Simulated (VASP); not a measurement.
# H12CO5 in VASP: a series of runs

Runs on H12CO5. Level: PBE+D3(BJ). Tasks: single point, relaxation of the atoms.

Program: VASP 6.6.1. These are calculated values, not measurements. Logs are shortened: lines on timing, memory, paths and dates and some standing lists are left out, and cuts for length are marked.

**1. The cell of the first run**

The cell holds an amorphous packing of atoms, 18 atoms: a = 5.177 Å, b = 4.985 Å, c = 5.215 Å, α = 90.00°, β = 90.00°, γ = 90.00°.

**2. Single point, PBE+D3(BJ)**

INCAR

```
SYSTEM = H12CO5
ALGO = Normal
EDIFF = 1E-7
ENCUT = 520
GGA = PE
ISIF = 2
ISMEAR = -1
IVDW = 12
LASPH = .TRUE.
LCHARG = .FALSE.
LREAL = Auto
LWAVE = .FALSE.
NBANDS = 38
NELM = 60
PREC = Accurate
SIGMA = 0.02
```

KPOINTS

```
k-points
0
G
  1 1 1
  0 0 0
```

POSCAR

```
H12CO5
1.0
    5.1771470000      0.0000000000      0.0000000000
    0.0000000000      4.9848280000      0.0000000000
    0.0000000000      0.0000000000      5.2149640000
O H C
5 12 1
Direct
    0.2910869635      0.9922107643      0.6744629493
    0.9043204684      0.7191421650      0.5196392535
    0.6121131967      0.6682677918      0.9507448182
    0.3309351656      0.5122343238      0.3445277858
    0.8275986755      1.1107304003     -0.0649093647
    0.4737165083      0.9302226677      0.6712606262
    0.3224749075      1.0827454829      0.5151138148
    1.0826619372      0.6540446330      0.4329272455
    1.0117348416      0.8299784867      0.6305125021
    0.7323724824      0.5288046047      0.9485971523
    0.7286252448      0.8365785138      0.9240140488
    0.4334047304      0.5344015882      0.1841623451
    0.4294450206      0.4528742015      0.4947685161
    0.9753827736      1.2615480414      0.2854094487
    0.9354379932      1.2061198501     -0.1499722721
    0.6227947555      1.2665231378      0.2091097848
    0.7968674639      0.9445260699      0.2841438599
    0.7887935189      1.1748048278      0.1875180730
```

Potentials or basis: VASP PAW PBE potentials, release 64 (O, H, C).

Launch:

```
$ cat potpaw_PBE.64/O/POTCAR potpaw_PBE.64/H/POTCAR potpaw_PBE.64/C/POTCAR > POTCAR
$ mpirun -np 1 vasp_gam > vasp.out
```

OUTCAR:

```text
SYSTEM = H12CO5
   EDIFF = 1E-7
   ENCUT = 520
   GGA = PE
   ISIF = 2
   ISMEAR = -1
   IVDW = 12
   LASPH = .TRUE.
   LREAL = Auto
   NELM = 60
   PREC = Accurate
 IVDW          = 12

 ion  position               nearest neighbor table
   1  0.291  0.992  0.674-   7 0.96   6 0.99
   2  0.904  0.719  0.520-   9 0.97   8 1.08
   3  0.612  0.668  0.951-  10 0.93  11 1.04
   4  0.331  0.512  0.345-  13 0.98  12 1.00
   5  0.828  0.111  0.935-  15 0.86  18 1.37
   6  0.474  0.930  0.671-   1 0.99
   7  0.322  0.083  0.515-   1 0.96
   8  0.083  0.654  0.433-   2 1.08
   9  0.012  0.830  0.631-   2 0.97
  10  0.732  0.529  0.949-   3 0.93
  11  0.729  0.837  0.924-   3 1.04
  12  0.433  0.534  0.184-   4 1.00
  13  0.429  0.453  0.495-   4 0.98
  14  0.975  0.262  0.285-  18 1.18
  15  0.935  0.206  0.850-   5 0.86
  16  0.623  0.267  0.209-  18 0.98
  17  0.797  0.945  0.284-  18 1.25
  18  0.789  0.175  0.188-  16 0.98  14 1.18  17 1.25   5 1.37

  LATTYP: Found a simple orthorhombic cell.
 ALAT       =     4.9848280000
 B/A-ratio  =     1.0385808698
 C/A-ratio  =     1.0461672900

  Lattice vectors:

 A1 = (   0.0000000000,  -4.9848280000,   0.0000000000)
 A2 = (   5.1771470000,   0.0000000000,   0.0000000000)
 A3 = (   0.0000000000,   0.0000000000,   5.2149640000)

Analysis of symmetry for initial positions (statically):
=====================================================================
 Subroutine PRICEL returns:
 Original cell was already a primitive cell.

 Routine SETGRP: Setting up the symmetry group for a
 simple orthorhombic supercell.

 Subroutine GETGRP returns: Found  1 space group operations
 (whereof  1 operations were pure point group operations)
 out of a pool of  8 trial point group operations.

The static configuration has the point symmetry C_1 .

Analysis of symmetry for dynamics (positions and initial velocities):
=====================================================================
 Subroutine PRICEL returns:
 Original cell was already a primitive cell.

 Routine SETGRP: Setting up the symmetry group for a
 simple orthorhombic supercell.

 Subroutine GETGRP returns: Found  1 space group operations
 (whereof  1 operations were pure point group operations)
 out of a pool of  8 trial point group operations.

The dynamic configuration has the point symmetry C_1 .

 Subroutine INISYM returns: Found  1 space group operations
 (whereof  1 operations are pure point group operations),
 and found     1 'primitive' translations

----------------------------------------------------------------------------------------

                                     Primitive cell

  volume of cell :     134.5836

  direct lattice vectors                    reciprocal lattice vectors
     5.177147000  0.000000000  0.000000000     0.193156578  0.000000000  0.000000000
     0.000000000  4.984828000  0.000000000     0.000000000  0.200608727  0.000000000
     0.000000000  0.000000000  5.214964000     0.000000000  0.000000000  0.191755878

  length of vectors
     5.177147000  4.984828000  5.214964000     0.193156578  0.200608727  0.191755878

  position of ions in fractional coordinates (direct lattice)
     0.291086963  0.992210764  0.674462949
     0.904320468  0.719142165  0.519639254
     0.612113197  0.668267792  0.950744818
     0.330935166  0.512234324  0.344527786
     0.827598675  0.110730400  0.935090635
     0.473716508  0.930222668  0.671260626
[... 10 lines left out ...]
     0.796867464  0.944526070  0.284143860
     0.788793519  0.174804828  0.187518073

  ion indices of the primitive-cell ions
   primitive index   ion index
                 1           1
                 2           2
                 3           3
                 4           4
                 5           5
                 6           6
[... 10 lines left out ...]
                17          17
                18          18

----------------------------------------------------------------------------------------

 KPOINTS: k-points

Automatic generation of k-mesh.
[... 45 lines left out ...]
   TEBEG  =    0.0;   TEEND  =   0.0 temperature during run
   PSTRESS=    0.0 pullay stress
   NELECT =      46.0000    total number of electrons
   NUPDOWN=      -1.0000    fix difference up-down
   EMIN   =  10.00;   EMAX   =-10.00  energy-range for DOS
   EFERMI =   0.00;   METHOD = LEGACY
   ISMEAR =    -1;   SIGMA  =   0.02  broadening in eV -4-tet -1-fermi 0-gaus
   EFERMI_NEDOS =   21; number of points for ismear=-14 and -15
   IALGO  =     38    algorithm
   IMIX   =      4    mixing-type and parameters
     AMIX     =   0.40;   BMIX     =  1.00
     AMIX_MAG =   1.60;   BMIX_MAG =  1.00
  volume/ion in A,a.u.               =       7.48        50.46
  Fermi-wavevector in a.u.,A,eV,Ry     =   1.144626  2.163029 17.825914  1.310168
  Thomas-Fermi vector in A             =   2.281317
   LORBIT       =      0    0 simple, 1 ext, 2 COOP (PROOUT), +10 PAW based schemes
   GGA     = PE    functional components
   LHFCALC =     F    Hartree Fock is set to
   AEXX    =    0.0000 exact exchange contribution
   IVDW    =    12    specifies the selected vdW correction
   LEPSILON=     F    determine dielectric tensor
   LRPA    =     F    only Hartree local field effects (RPA)
 non-spin polarized calculation
  energy-cutoff  :      520.00
  volume of cell :      134.58
 maximum number of plane-waves:      1828
 NGX is ok and might be reduce to    40
   NGX = 19   NGY = 19   NGZ = 19

 number of electron      45.9999997 magnetization

 Free energy of the ion-electron system (eV)
  ---------------------------------------------------
  ext. energy  EPLUGINS =         0.00000000
  ---------------------------------------------------
  free energy    TOTEN  =       -85.25514023 eV

  energy without entropy =      -85.25514023  energy(sigma->0) =      -85.25514023

 E-fermi :  -0.7941     XC(G=0):  -7.9964

 val. band max:       -1.2918305420   @ k =   0.0000   0.0000   0.0000
 cond. band min:       2.9346826651   @ k =   0.0000   0.0000   0.0000
 fundamental gap:      4.2265132071
 Fermi energy:        -0.7941439997

 k-point     1 :       0.0000    0.0000    0.0000
  band No.  band energies     occupation
      1     -23.1503      2.00000
      2     -21.6433      2.00000
      3     -21.0892      2.00000
      4     -20.5303      2.00000
      5     -19.5852      2.00000
      6     -13.2805      2.00000
[... 27 lines left out ...]
     34      10.0240      0.00000
     35      10.6163      0.00000
 [bands above 35 left out]

------------------------ aborting loop because EDIFF is reached ----------------------------------------

 Edisp (eV)   -0.85683

 E8    (eV) :    -0.1795

  FORCE on cell =-STRESS in cart. coord.  units (eV):
  Direction    XX          YY          ZZ          XY          YZ          ZX
  --------------------------------------------------------------------------------------
  -------------------------------------------------------------------------------------
  Total       6.91666     7.63256     7.99238    -1.35535     0.08155    -3.74888
  in kB      82.34073    90.86340    95.14692   -16.13499     0.97082   -44.62935
  external pressure =       89.45 kB  Pullay stress =        0.00 kB

 VOLUME and BASIS-vectors are now :
 -----------------------------------------------------------------------------
  energy-cutoff  :      520.00
  volume of cell :      134.58
      direct lattice vectors                 reciprocal lattice vectors
     5.177147000  0.000000000  0.000000000     0.193156578  0.000000000  0.000000000
     0.000000000  4.984828000  0.000000000     0.000000000  0.200608727  0.000000000
     0.000000000  0.000000000  5.214964000     0.000000000  0.000000000  0.191755878

 POSITION                                       TOTAL-FORCE (eV/Angst)
 -----------------------------------------------------------------------------------
      1.50700      4.94600      3.51730         2.084609      0.549237     -0.012687
      4.68180      3.58480      2.70990         1.967552     -1.647824     -1.014339
      3.16900      3.33120      4.95810        -0.941284      1.806960      0.067072
      1.71330      2.55340      1.79670        -0.636034     -0.873105      0.363574
      4.28460      0.55197      4.87646        -4.702097     -4.576890      1.271516
      2.45250      4.63700      3.50060        -0.635089     -0.792983      1.270964
[... 10 lines left out ...]
      4.12550      4.70830      1.48180        -0.737881      2.910833     -0.338564
      4.08370      0.87137      0.97790         6.045255     -4.864449      3.792324
 -----------------------------------------------------------------------------------
    total drift:                               -0.010857      0.007369     -0.002090

  FREE ENERGIE OF THE ION-ELECTRON SYSTEM (eV)
  ---------------------------------------------------
  free  energy   TOTEN  =       -86.1119709833 eV

  energy  without entropy=      -86.1119709833  energy(sigma->0) =      -86.11197098
```

It took 18 s on 1 thread of Intel Xeon Platinum 8488C (Sapphire Rapids), shared host; peak memory 0.25 GiB.

Results:

```yaml
Free_energy: -86.1120 eV
Pressure: 8.9 GPa
Largest_force: 8.796 eV/Å
Band_gap_on_the_k_mesh: 4.23 eV
Dispersion_energy_per_atom: -0.048 eV
```

Forces in eV/Å, atoms in the order of the input:
```
O    2.085  0.549 -0.013
O    1.968 -1.648 -1.014
O   -0.941  1.807  0.067
O   -0.636 -0.873  0.364
O   -4.702 -4.577  1.272
H   -0.635 -0.793  1.271
H   -1.103  0.960 -1.255
H   -2.114 -0.038  0.184
H   -0.255  0.573  0.622
H    1.241 -1.579 -0.421
H   -1.072 -0.925  0.091
H    0.328  0.861  0.447
H    0.299  0.609 -0.568
H   -1.911  0.032 -1.052
H    5.958  4.768 -4.375
H   -3.817  2.227  0.927
H   -0.738  2.911 -0.339
C    6.045 -4.864  3.792
```

Caveat: the k points lie up to 1.26 Å⁻¹ apart.

**3. Single point, PBE+D3(BJ)**

This run uses another cell than the first one, of 9.94 Å³/atom, 1.329 times its volume.

INCAR

```
SYSTEM = H12CO5
PREC = Accurate
ENCUT = 520
EDIFF = 1E-6
ISMEAR = -1
SIGMA = 0.02
LREAL = Auto
LASPH = .TRUE.
NELM = 60
ALGO = Normal
ISIF = 2
LWAVE = .FALSE.
LCHARG = .FALSE.
GGA = PE
IVDW = 12
NBANDS = 38
```

KPOINTS

```
regular mesh
0
G
  1 1 1
  0 0 0
```

POSCAR

```
H12CO5
1.0
    5.5257020000      0.0000000000      0.0000000000
    0.0000000000      5.7014520000      0.0000000000
    0.0000000000      0.0000000000      5.6782470000
O H C
5 12 1
Direct
    0.3223843776      1.0558363028      0.7225821631
    0.8739704023      0.5776598663      0.5523711808
    0.5774650895      0.5108347838      0.9677106332
    0.3403549449      0.4657410077      0.3699381165
    0.9281354659      1.0270366215     -0.0540483709
    0.4176844861      1.0588179993      0.8560916776
    0.3433771854      1.2249511177      0.6540574934
    0.9913853480      0.4375552052      0.5634133210
    0.9789706358      0.6918413064      0.6384012531
    0.5887396751      0.4904890894      0.7958265993
    0.7250843422      0.5501405607      1.0467315001
    0.3134262398      0.5338990840      0.2221636361
    0.5214903011      0.4279260792      0.3699557275
    1.1085469321      0.9547041701      0.2210189166
    1.0730944231      0.9829952089     -0.1041342513
    0.9903176103      1.2638710279      0.1965923638
    0.7697121560      0.9724364951      0.2677763049
    0.9577425638      1.0566080360      0.1869238869
```

Potentials or basis: VASP PAW PBE potentials, release 64 (O, H, C).

Launch:

```
$ cat potpaw_PBE.64/O/POTCAR potpaw_PBE.64/H/POTCAR potpaw_PBE.64/C/POTCAR > POTCAR
$ mpirun -np 1 vasp_gam > vasp.out
```

It took 18 s on 1 thread of Intel Xeon Platinum 8488C (Sapphire Rapids), shared host; peak memory 0.25 GiB.

The run converged. Its results:

* Free energy: -86.7206 eV
* Pressure: 1.4 GPa
* Largest force: 6.100 eV/Å
* Band gap on the k mesh: 3.46 eV
* Dispersion energy per atom: -0.035 eV

Forces in eV/Å, atoms in the order of the input:
```
O   -0.836  2.392 -3.685
O    2.150 -1.272  0.887
O   -1.746 -0.422 -0.446
O    2.259 -1.604  2.661
O   -6.080  0.479 -0.073
H    2.233  0.026  2.400
H   -0.560 -2.565  0.743
H   -1.469  1.411 -0.474
H   -0.941 -0.157 -0.605
H    1.142  0.625  0.853
H    0.811  0.200 -0.562
H   -0.014  0.684 -1.894
H   -2.035  0.611 -0.241
H    1.879 -0.886  1.848
H    5.025 -1.178 -2.777
H   -0.494 -2.203  1.239
H    2.694  1.660 -0.207
C   -4.018  2.198  0.333
```

Stress tensor (GPa, compression positive):
```
 3.23 -2.47 -0.30
-2.47 -5.52  1.68
-0.30  1.68  6.63
```

Levels at points of the mesh, in eV from the valence-band top:
```
           k point  band 20  band 21  band 22  band 23  band 24  band 25  band 26  band 27
(0.00, 0.00, 0.00)    -1.42    -1.33    -1.09     0.00     3.46     6.29     6.52     7.46
```

Caveat: the k points lie up to 1.14 Å⁻¹ apart.

**4. Relaxation of the atoms, PBE+D3(BJ)**

This run uses another cell than the first one, of 10.39 Å³/atom, 1.389 times its volume.

INCAR

```
PREC = Accurate ; ENCUT = 520
EDIFF = 1E-6 ; ISMEAR = -1
SIGMA = 0.02 ; LREAL = Auto
LASPH = True ; NELM = 60
ALGO = Normal ; ISIF = 2
LWAVE = False ; LCHARG = False
GGA = PE ; IVDW = 12
IBRION = 2 ; NSW = 35
EDIFFG = -0.3
```

KPOINTS

```
regular mesh
0
Gamma
  1 1 1
```

POSCAR

```
H12CO5
1.0
    5.7184790000      0.0000000000      0.0000000000
    0.0000000000      5.7184790000      0.0000000000
    0.0000000000      0.0000000000      5.7184790000
O H C
5 12 1
Direct
    0.0996721000      1.0440399000      0.7838685000
    0.9019699000      0.4521600000      0.4098368000
    0.7433143000      0.4431866000      0.9020438000
    0.4117171000      0.2639545000      0.3082517000
    0.6874948000      0.9353494000      0.0220882000
    0.1979530000      0.9541770000      0.6792107000
   -0.0463908000      0.9583319000      0.7866099000
    1.0117223000      0.4229989000      0.2841714000
    0.7502676000      0.4381147000      0.3358309000
    0.7359779000      0.5869302000      0.8127594000
    0.7443934000      0.3216736000      0.7840557000
    0.4118902000      0.3190197000      0.1480782000
    0.3942275000      0.0961015000      0.2938564000
    0.8792865000      0.8069064000      0.2895111000
    0.6612491000      1.0837164000     -0.0558301000
    1.0208544000      1.0374912000      0.1375892000
    0.7874885000      1.0998302000      0.3348971000
    0.8521972000      0.9751589000      0.2043123000
```

Launch:

```
$ cat potpaw_PBE.64/O/POTCAR potpaw_PBE.64/H/POTCAR potpaw_PBE.64/C/POTCAR > POTCAR
$ mpirun -np 1 vasp_gam > vasp.out
```

It took 7.6 min on 1 thread of AMD EPYC 7R43 (Zen 3), shared host; peak memory 0.29 GiB.

It converged, with:

- Free energy: -88.9522 eV
- Energy gained by relaxing: 66.0 meV/atom
- Ionic steps: 35
- Pressure after relaxing: 0.0 GPa
- Largest force after relaxing: 0.287 eV/Å
- Band gap on the k mesh: 4.65 eV
- Dispersion energy per atom: -0.034 eV

Forces on the atoms (eV/Å):
```
O    0.021  0.038 -0.045
O    0.127  0.024 -0.124
O   -0.085 -0.058  0.050
O   -0.012  0.021 -0.015
O    0.203 -0.024  0.109
H   -0.001 -0.166  0.052
H    0.066 -0.052 -0.106
H    0.119  0.080  0.140
H   -0.049 -0.004 -0.078
H   -0.029  0.161  0.095
H   -0.017 -0.049 -0.029
H   -0.072  0.131 -0.068
H    0.007 -0.148  0.082
H   -0.059 -0.028 -0.003
H   -0.152  0.226  0.021
H   -0.129 -0.046 -0.132
H   -0.178 -0.185 -0.093
C    0.237  0.079  0.142
```

Stress tensor (GPa, compression positive):
```
-1.19 -0.46  0.07
-0.46  0.86 -0.78
 0.07 -0.78  0.24
```

The path:
```tsv
step	energy change (eV)	largest force (eV/Å)	pressure (GPa)
1	0.0000	1.1245	2.50
2	0.0324	1.9792	0.23
3	-0.0584	0.7680	1.44
4	-0.1617	0.9589	0.86
5	-0.1862	1.7944	0.36
6	-0.2283	1.5564	0.37
7	-0.3262	1.2733	0.33
8	-0.3804	2.1866	-0.03
9	-0.4761	1.6158	0.03
10	-0.5479	1.1263	-0.08
11	-0.6428	0.8561	0.53
12	-0.6895	1.2511	1.38
13	-0.7640	0.6001	1.20
14	-0.7746	0.6529	1.11
15	-0.8054	0.5203	0.66
16	-0.8139	0.6939	0.29
17	-0.8427	0.5667	0.17
18	-0.8488	0.7719	0.09
19	-0.8748	0.5218	0.08
20	-0.9227	0.7276	0.05
21	-0.8941	1.6852	-0.10
22	-0.9310	1.0042	0.02
23	-0.9545	0.9526	-0.18
24	-1.0018	0.8649	-0.78
25	-0.9862	1.1441	-2.08
26	-1.0139	0.9485	-1.27
27	-1.0442	0.6215	-1.00
28	-1.0711	0.6706	-0.38
29	-1.0933	0.6168	0.04
30	-1.1001	0.7676	0.44
31	-1.1256	0.4972	0.30
32	-1.1460	0.6028	-0.05
33	-1.1679	0.4126	-0.24
34	-1.1728	0.5455	-0.40
35	-1.1889	0.2873	-0.03
```

Final structure:
```cif
data_structure
_symmetry_space_group_name_H-M 'P 1'
_symmetry_Int_Tables_number 1
_cell_length_a 5.7185
_cell_length_b 5.7185
_cell_length_c 5.7185
_cell_angle_alpha 90.000
_cell_angle_beta 90.000
_cell_angle_gamma 90.000
_cell_volume 187.00
loop_
_atom_site_label
_atom_site_type_symbol
_atom_site_fract_x
_atom_site_fract_y
_atom_site_fract_z
_atom_site_occupancy
O1 O 0.12377 0.03809 0.71715 1
O2 O 0.92100 0.47384 0.47593 1
O3 O 0.68566 0.39769 0.85943 1
O4 O 0.37468 0.31617 0.26008 1
O5 O 0.66885 0.92580 0.02814 1
H1 H 0.21650 0.91393 0.64838 1
H2 H 0.98507 0.95891 0.77812 1
H3 H 0.05207 0.38989 0.40312 1
H4 H 0.78389 0.43546 0.38142 1
H5 H 0.66194 0.56177 0.89629 1
H6 H 0.79974 0.40349 0.72776 1
H7 H 0.42246 0.34378 0.09810 1
H8 H 0.37993 0.14644 0.26743 1
H9 H 0.89124 0.78739 0.27390 1
H10 H 0.65255 0.07606 0.94795 1
H11 H 0.00396 0.04368 0.13927 1
H12 H 0.77851 0.06789 0.35219 1
C1 C 0.84349 0.95885 0.20650 1
```

Levels at points of the mesh, in eV from the valence-band top:
| k point | band 20 | band 21 | band 22 | band 23 | band 24 | band 25 | band 26 | band 27 |
| --- | --- | --- | --- | --- | --- | --- | --- | --- |
| (0.00, 0.00, 0.00) | -0.76 | -0.53 | -0.28 | 0.00 | 4.65 | 7.61 | 7.94 | 8.72 |

Caveat: the k points lie up to 1.10 Å⁻¹ apart; the relaxation stopped at a loose force limit of 0.3 eV/Å, so its end isn't a converged minimum.

**5. The runs side by side**

```tsv
task	cell	gap on the mesh (eV)	pressure (GPa)	largest force (eV/Å)
single point	a = 5.177, b = 4.985, c = 5.215 Å, 18 atoms	4.23	8.9	8.80
single point	a = 5.526, b = 5.701, c = 5.678 Å, 18 atoms	3.46	1.4	6.10
relaxation of the atoms	atoms relaxed from a = 5.718 Å, 18 atoms	4.65	0.0	0.29
```

Alike in all rows: level PBE+D3(BJ); potentials or basis VASP PAW PBE potentials, release 64 (O, H, C); no spin polarisation; k mesh 1 × 1 × 1; cutoff (eV) 520; smearing fermi-dirac 0.02 eV.

Caveats: all runs use coarse meshes; the relaxation stopped at a loose force limit of 0.3 eV/Å, so its end isn't a converged minimum (some runs).

Total energies depend on the potentials used, so only differences within one code and one set of settings carry meaning.
